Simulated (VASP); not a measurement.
# FeCo (Pm-3m) in VASP: notebook, part 2 of 2

VASP 6.6.1.

### Step 3. Relaxation of cell and atoms, PBEsol, collinear spin, ferromagnetic start

This run uses another cell than the first one, of 11.00 Å³/atom.

File INCAR:

```
SYSTEM = FeCo
PREC = Accurate ; ENCUT = 600
EDIFF = 1E-6 ; ISMEAR = 0
SIGMA = 0.1 ; LREAL = .FALSE.
LASPH = .TRUE. ; NELM = 150
ALGO = Normal ; ISIF = 3
LWAVE = .FALSE. ; LCHARG = .FALSE.
ISPIN = 2 ; MAGMOM = 3.05 2.01
LORBIT = 11 ; LMAXMIX = 4
GGA = PS ; IBRION = 2
NSW = 100 ; EDIFFG = -0.005
```

File KPOINTS:

```
regular mesh
0
G
  16 16 16
  0 0 0
```

File POSCAR:

```
FeCo
1.0
    2.8022955322      0.0000000000      0.0000000000
    0.0000000000      2.8022955322      0.0000000000
    0.0000000000      0.0000000000      2.8022955322
Fe Co
1 1
Direct
    0.5000000000      0.5000000000      0.5000000000
    0.0000000000      0.0000000000      0.0000000000
```

Potentials or basis: VASP PAW PBE potentials, release 64 (Fe, Co).

Launch:

```sh
cat potpaw_PBE.64/Fe/POTCAR potpaw_PBE.64/Co/POTCAR > POTCAR
mpirun -np 1 vasp_std > vasp.out
```

OUTCAR:

```text
SYSTEM = FeCo
   PREC = Accurate
   ENCUT = 600
   EDIFF = 1E-6
   ISMEAR = 0
   LREAL = .FALSE.
   LASPH = .TRUE.
   NELM = 150
   ISIF = 3
   ISPIN = 2
   LORBIT = 11
   GGA = PS
   IBRION = 2
   NSW = 100
   EDIFFG = -0.005

 ion  position               nearest neighbor table
   1  0.500  0.500  0.500-   2 2.43   2 2.43   2 2.43   2 2.43   2 2.43   2 2.43   2 2.43   2 2.43

   2  0.000  0.000  0.000-   1 2.43   1 2.43   1 2.43   1 2.43   1 2.43   1 2.43   1 2.43   1 2.43

  LATTYP: Found a simple cubic cell.
 ALAT       =     2.8022955322

  Lattice vectors:

 A1 = (   2.8022955322,   0.0000000000,   0.0000000000)
 A2 = (   0.0000000000,   2.8022955322,   0.0000000000)
 A3 = (   0.0000000000,   0.0000000000,   2.8022955322)

Analysis of symmetry for initial positions (statically):
=====================================================================
 Subroutine PRICEL returns:
 Original cell was already a primitive cell.

 Routine SETGRP: Setting up the symmetry group for a
 simple cubic supercell.

 Subroutine GETGRP returns: Found 48 space group operations
 (whereof 48 operations were pure point group operations)
 out of a pool of 48 trial point group operations.

The static configuration has the point symmetry O_h .

Analysis of symmetry for dynamics (positions and initial velocities):
=====================================================================
 Subroutine PRICEL returns:
 Original cell was already a primitive cell.

 Routine SETGRP: Setting up the symmetry group for a
 simple cubic supercell.

 Subroutine GETGRP returns: Found 48 space group operations
 (whereof 48 operations were pure point group operations)
 out of a pool of 48 trial point group operations.

The dynamic configuration has the point symmetry O_h .

Analysis of structural, dynamic, and magnetic symmetry:
=====================================================================
 Subroutine PRICEL returns:
 Original cell was already a primitive cell.

 Routine SETGRP: Setting up the symmetry group for a
 simple cubic supercell.

 Subroutine GETGRP returns: Found 48 space group operations
 (whereof 48 operations were pure point group operations)
 out of a pool of 48 trial point group operations.

The overall configuration has the point symmetry O_h .

 Subroutine INISYM returns: Found 48 space group operations
[... 154 lines left out ...]
  -------------------------------------------------------------------------------------
  Total       -0.1432023     -0.1432023     -0.1432023     -0.0000000      0.0000000      0.0000000
  in kB      -10.4260229    -10.4260229    -10.4260229     -0.0000000      0.0000000      0.0000000
  external PRESSURE =     -10.4260229 kB  Pullay stress =       0.0000000 kB
[... 59 lines left out ...]
--------------------------------------- Ionic step        3  -------------------------------------------

 number of electron      17.0000004 magnetization       4.4343981

 Free energy of the ion-electron system (eV)
  ---------------------------------------------------
  ext. energy  EPLUGINS =         0.00000000
  ---------------------------------------------------
  free energy    TOTEN  =       -16.71330316 eV

  energy without entropy =      -16.70526564  energy(sigma->0) =      -16.70928440

 E-fermi :   8.5179     XC(G=0): -13.5005

 val. band max:        8.5168080061   @ k =   0.2500   0.2500   0.0000
 cond. band min:       8.5193126920   @ k =   0.4375   0.1250   0.1250
 fundamental gap:      0.0025046859
 Fermi energy:         8.5178688587

 spin component 1

 k-point     1 :       0.0000    0.0000    0.0000
  band No.  band energies     occupation
      1      -0.8705      1.00000
      2       2.8772      1.00000
      3       2.8772      1.00000
      4       5.3548      1.00000
      5       5.3548      1.00000
      6       5.3548      1.00000
      7       6.5923      1.00000
      8       6.5923      1.00000
      9       7.7378      1.00000
     10       7.7378      1.00000
     11       7.7378      1.00000
     12      17.8793      0.00000
     13      17.8793      0.00000
     14      17.8793      0.00000
[... 403 lines left out ...]
      4       4.6855      1.00000
      5       5.3386      1.00000
      6       5.3971      1.00000
      7       5.9811      1.00000
      8       6.0713      1.00000
      9       6.9352      1.00000
     10       6.9581      1.00000
     11       7.8275      1.00000
     12       8.1580      1.00000
     13      21.7721      0.00000
     14      22.0279      0.00000
     15      25.3128      0.00000

 [... further k-points ...]

 spin component 2

 k-point     1 :       0.0000    0.0000    0.0000
  band No.  band energies     occupation
      1      -0.6186      1.00000
      2       4.6676      1.00000
      3       4.6676      1.00000
      4       7.2595      1.00000
      5       7.2595      1.00000
      6       7.2595      1.00000
      7       9.2532      0.00000
      8       9.2532      0.00000
      9      10.1212      0.00000
     10      10.1212      0.00000
     11      10.1212      0.00000
     12      18.2307      0.00000
     13      18.2307      0.00000
     14      18.2307      0.00000
[... 444 lines left out ...]
  FREE ENERGIE OF THE ION-ELECTRON SYSTEM (eV)
  ---------------------------------------------------
  free  energy   TOTEN  =       -16.7133031643 eV

  energy  without entropy=      -16.7052656387  energy(sigma->0) =      -16.70928440

 reached required accuracy - stopping structural energy minimisation

 total charge

# of ion       s       p       d       tot
------------------------------------------
    1        0.495   0.572   6.197   7.264
    2        0.504   0.554   7.269   8.326
--------------------------------------------------
tot          0.999   1.126  13.465  15.590

 magnetization (x)

# of ion       s       p       d       tot
------------------------------------------
    1       -0.002  -0.040   2.733   2.691
    2       -0.010  -0.047   1.787   1.731
--------------------------------------------------
tot         -0.012  -0.087   4.521   4.422
```

OSZICAR:

```text
N       E                     dE             d eps       ncg     rms          rms(c)
DAV:   1     0.861595748008E+02    0.86160E+02   -0.83375E+03 10140   0.160E+03
DAV:   2    -0.163144416460E+02   -0.10247E+03   -0.94480E+02  9907   0.262E+02
[... 26 lines left out ...]
DAV:   2    -0.167239746353E+02   -0.50294E-02   -0.76069E-02 11563   0.655E+00    0.154E+00
DAV:   3    -0.167149273432E+02    0.90473E-02   -0.71371E-02 12224   0.683E+00    0.663E-01
DAV:   4    -0.167134210077E+02    0.15063E-02   -0.45879E-03 14114   0.170E+00    0.177E-01
DAV:   5    -0.167133603347E+02    0.60673E-04   -0.21835E-04 11264   0.188E-01    0.665E-02
DAV:   6    -0.167133026483E+02    0.57686E-04   -0.57838E-05 16628   0.121E-01    0.127E-02
DAV:   7    -0.167133031643E+02   -0.51602E-06   -0.29243E-06  9339   0.218E-02
   3 F= -.16713303E+02 E0= -.16709284E+02  d E =-.354273E-03  mag=     4.4345
```

It took 4.8 min on 1 thread of Intel Xeon 8259CL, shared host; peak memory 0.25 GiB.

What came out:

```
Free energy                                           : -16.7133 eV
Relaxed volume                                        : 10.95 Å³/atom
Relaxed cell                                          : a = 2.798 Å, b = 2.798 Å, c = 2.798 Å, α = 90.00°, β = 90.00°, γ = 90.00°
Space group after relaxing (to 0.1 Å)                 : Pm-3m (No. 221)
Energy gained by relaxing                             : 0.2 meV/atom
Ionic steps                                           : 3
Pressure after relaxing                               : 0.0 GPa
Net moment                                            : 4.43 μB per cell
Site moments                                          : Fe +2.69; Co +1.73 μB
Valence electrons inside the program's atomic spheres : Fe 7.26; Co 8.33
```

The path:
```tsv
step	energy change (eV)	largest force (eV/Å)	pressure (GPa)	volume (Å³)
1	0.0000	0.0000	-1.04	22.01
2	0.0001	0.0000	1.20	21.78
3	-0.0004	0.0000	0.04	21.90
```

Final structure:
```cif
data_structure
_symmetry_space_group_name_H-M 'P 1'
_symmetry_Int_Tables_number 1
_cell_length_a 2.7977
_cell_length_b 2.7977
_cell_length_c 2.7977
_cell_angle_alpha 90.000
_cell_angle_beta 90.000
_cell_angle_gamma 90.000
_cell_volume 21.90
loop_
_atom_site_label
_atom_site_type_symbol
_atom_site_fract_x
_atom_site_fract_y
_atom_site_fract_z
_atom_site_occupancy
Fe1 Fe 0.50000 0.50000 0.50000 1
Co1 Co 0.00000 0.00000 0.00000 1
```

Caveat: the PAW data sets were made with another functional, which shifts forces and pressure a little.
